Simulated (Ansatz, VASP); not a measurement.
One calculation of Ir, two programs

```
Ir
1.0
     2.72927    0.00000    0.00000
    -1.36463    2.36361    0.00000
     0.00000    0.00000    8.84348
Ir
4
Direct
  0.66667 0.33333 0.37500
  0.66667 0.33333 0.87500
  0.33333 0.66667 0.12500
  0.33333 0.66667 0.62500
```

Alike in both runs: task single point; functional r2SCAN; k mesh 12 × 12 × 4; occupations gaussian, width 0.15 eV; no spin polarisation.

|  | VASP | Ansatz |
| --- | --- | --- |
| version | VASP 6.6.1 | Ansatz 0.2.0 |
| potentials or method | VASP PAW PBE potentials, release 64 (Ir), cutoff 520 eV | scalar-relativistic, plane waves, PAW |
| valence electrons in the cell | 36 | 68 |

Ansatz gave:

* gap on the k mesh at the Fermi level (eV): none
* pressure (GPa): 0.0
* traceless stress, the component that is largest in VASP (GPa): 0.85

Q: What did VASP give for the same quantities?

A: gap on the k mesh at the Fermi level (eV): none; pressure (GPa): 2.5; traceless stress, the component that is largest in VASP (GPa): 0.97.

VASP's potentials were made for PBE, not for r2SCAN. A gap of «none» marks a metal or a gap that the smearing closes. The functional is the same, so the differences come from potentials, cutoffs and numerics. VASP's potentials hold 36 valence electrons a cell and Ansatz's 68, so a difference there can come from the potentials and not from the codes.

Spin-orbit coupling is off throughout.
